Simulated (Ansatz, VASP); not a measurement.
## One calculation of Te2Mo, two programs

Contents of POSCAR:

```
Te2Mo
1.0
    3.5552932050      0.0000000000      0.0000000000
   -1.7776466030      3.0789742340      0.0000000000
    0.0000000000      0.0000000000     27.2312089920
Te Mo
2 1
Direct
    0.3333333333      0.6666666667      0.4336128540
    0.3333333333      0.6666666667      0.5663871460
    0.6666666667      0.3333333333      0.5000000000
```

The input INCAR.step1:

```
SYSTEM = Te2Mo
PREC = Accurate
ENCUT = 400
EDIFF = 1E-5
ISMEAR = 0
SIGMA = 0.01
LREAL = .FALSE.
LASPH = .TRUE.
NELM = 120
ALGO = Normal
ISIF = 2
LWAVE = .TRUE.
LCHARG = .FALSE.
LDIPOL = .TRUE.
IDIPOL = 3
DIPOL = 0.5 0.5 0.500
NBANDS = 20
GGA = PE
GGA_COMPAT = .FALSE.
NELMDL = -8
```

The input INCAR.step2:

```
SYSTEM = Te2Mo
PREC = Accurate
ENCUT = 400
EDIFF = 1E-6
ISMEAR = 0
SIGMA = 0.01
LREAL = .FALSE.
LASPH = .TRUE.
NELM = 120
ALGO = Normal
ISIF = 2
LWAVE = .FALSE.
LCHARG = .FALSE.
LDIPOL = .TRUE.
IDIPOL = 3
DIPOL = 0.5 0.5 0.500
GGA = PE
LHFCALC = .TRUE.
HFSCREEN = 0.2079
PRECFOCK = Normal
NBANDS = 20
ISTART = 1
GGA_COMPAT = .FALSE.
```

Contents of KPOINTS:

```
Automatic mesh
0
G
  6 6 1
  0 0 0
```

Input for Ansatz:

```yaml
crystal:
  lattice:
    - [3.555293205, 0.0, 0.0]
    - [-1.777646603, 3.078974234, 0.0]
    - [0.0, 0.0, 27.231208992]
  atoms:
    - { symbol: Te, position: [0.3333333333, 0.6666666667, 0.433612854] }
    - { symbol: Mo, position: [0.6666666667, 0.3333333333, 0.5] }
    - { symbol: Te, position: [0.3333333333, 0.6666666667, 0.566387146] }
  periodic: [true, true, false]
basis:
  ecutwfc: 420
kpoints:
  mp_grid: { grid: [6, 6, 1] }
  band_path:
    path:
      - [0.0, 0.0, 0.0]
      - [0.5, 0.0, 0.0]
      - [0.333333333, 0.333333333, 0.0]
      - [0.185185185, 0.185185185, 0.0]
    npoints: 1
scf:
  occupations: { method: fixed }
  n_extra_bands: 6
hamiltonian:
  xc: hse06
  pseudopotentials: { kind: paw, azcp: { folder: soft_1 } }
output:
  eigenvalues: true
```

Alike in both runs: task single point; functional HSE06; k mesh 6 × 6 × 1; no spin polarisation.

```csv
,VASP,Ansatz
version,VASP 6.6.1,Ansatz 0.2.0
potentials or method,"VASP PAW PBE potentials, release 64 (Te, Mo_sv), cutoff 400 eV","plane-wave PAW, scalar-relativistic"
occupations,"gaussian, width 0.01 eV",fixed
valence electrons in the cell,26,46
```

|  | VASP | Ansatz | Ansatz less VASP |
| --- | --- | --- | --- |
| gap on the k mesh at the Fermi level (eV) | 1.49 | 1.49 | 0.000 |

VASP's potentials hold 26 valence electrons a cell and Ansatz's 46, so a difference there can come from the potentials and not from the codes. Ansatz's warnings: slab cell height set.

Spin-orbit coupling is off throughout.
